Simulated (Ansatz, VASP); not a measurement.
## Two plane-wave programs on InSe2

File INCAR:

```
SYSTEM = InSe2
  PREC = Accurate
  ENCUT = 520
  EDIFF = 1E-6
  ISMEAR = 0
  SIGMA = 0.01
  LREAL = .False.
  LASPH = .True.
  NELM = 100
  ALGO = Normal
  ISIF = 2
  LWAVE = .False.
  LCHARG = .False.
  GGA = PE
  NBANDS = 34
```

KPOINTS

```
regular mesh
0
Gamma
  10 10 4
  0 0 0
```

File POSCAR:

```
InSe2
1.0
    3.8948930000      0.0000000000      0.0000000000
    0.0000000000      3.8948930000      0.0000000000
    0.0000000000      0.0000000000      9.6262310000
In Se
2 4
Direct
    0.0000000000      0.5000000000      0.7064680000
    0.5000000000      0.0000000000      0.2935320000
    0.0000000000      0.5000000000      0.3662120000
    0.5000000000      0.0000000000      0.6337880000
    0.0000000000      0.0000000000      0.0000000000
    0.5000000000      0.5000000000      0.0000000000
```

Input for Ansatz:

```yaml
crystal:
  lattice:
    - [3.894893, 0.0, 0.0]
    - [0.0, 3.894893, 0.0]
    - [0.0, 0.0, 9.626231]
  atoms:
    - { symbol: In, position: [0.0, 0.5, 0.706468] }
    - { symbol: In, position: [0.5, 0.0, 0.293532] }
    - { symbol: Se, position: [0.0, 0.5, 0.366212] }
    - { symbol: Se, position: [0.5, 0.0, 0.633788] }
    - { symbol: Se, position: [0.0, 0.0, 0.0] }
    - { symbol: Se, position: [0.5, 0.5, 0.0] }
basis:
  ecutwfc: 420
kpoints:
  mp_grid: { grid: [10, 10, 4] }
hamiltonian:
  xc: pbe
scf:
  occupations: { method: gaussian, width: 0.01 }
output:
  forces: true
  stress: true
  eigenvalues: true
```

Alike in both runs: task single point; functional PBE; k mesh 10 × 10 × 4; occupations gaussian, width 0.01 eV; no spin polarisation.

|  | VASP | Ansatz |
| --- | --- | --- |
| version | VASP 6.6.1 | Ansatz 0.2.0 |
| potentials or method | VASP PAW PBE potentials, release 64 (In_d, Se), cutoff 520 eV | scalar-relativistic, plane waves, PAW |
| valence electrons in the cell | 50 | 90 |

VASP gave:

```
gap on the k mesh at the Fermi level (eV)                     : none
pressure (GPa)                                                : -0.1
traceless stress, the component that is largest in VASP (GPa) : 0.53
rms of the force components (eV/Å)                            : 0.017
```

Q: What did Ansatz give for the same quantities?

A: gap on the k mesh at the Fermi level (eV): none; pressure (GPa): -0.1; traceless stress, the component that is largest in VASP (GPa): 0.55; rms of the force components (eV/Å): 0.018.

Atom by atom the forces differ by 0.000 eV/Å (rms over components). A gap of «none» marks a metal or a gap that the smearing closes. The functional is the same, so the differences come from potentials, cutoffs and numerics. VASP's potentials hold 50 valence electrons a cell and Ansatz's 90, so a difference there can come from the potentials and not from the codes.
